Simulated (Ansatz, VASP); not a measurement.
One calculation of AlH6, two programs

```
Al H
1.0
     5.91886    0.00000    0.00000
    -2.95943    5.12588    0.00000
     0.00000    0.00000    2.84155
Al H
1 6
Direct
  0.00000 0.00000 0.50000
  0.56496 0.00000 0.50000
  0.00000 0.56496 0.50000
  0.43504 0.43504 0.50000
  0.43504 0.00000 0.50000
  0.00000 0.43504 0.50000
  0.56496 0.56496 0.50000
```

Alike in both runs: functional PBE; k mesh 6 × 6 × 4; occupations gaussian, width 0.1 eV; no spin polarisation.

Ansatz relaxed the structure, and its values are those at the end. VASP's run is a single point on that final structure, the one shown.

|  | VASP | Ansatz |
| --- | --- | --- |
| version | VASP 6.6.1 | Ansatz 0.2.0 |
| potentials or method | VASP PAW PBE potentials, release 64 (Al, H), cutoff 520 eV | scalar-relativistic, plane waves, PAW |
| valence electrons in the cell | 9 | 9 |

```csv
,VASP,Ansatz,Ansatz less VASP
gap on the k mesh at the Fermi level (eV),none,none,-
pressure (GPa),0.0,0.2,+0.17
rms of the force components (eV/Å),0.008,0.011,+0.0033
```

A gap of «none» marks a metal or a gap that the smearing closes.

The k mesh is coarse, so the values compare programs but aren't converged.
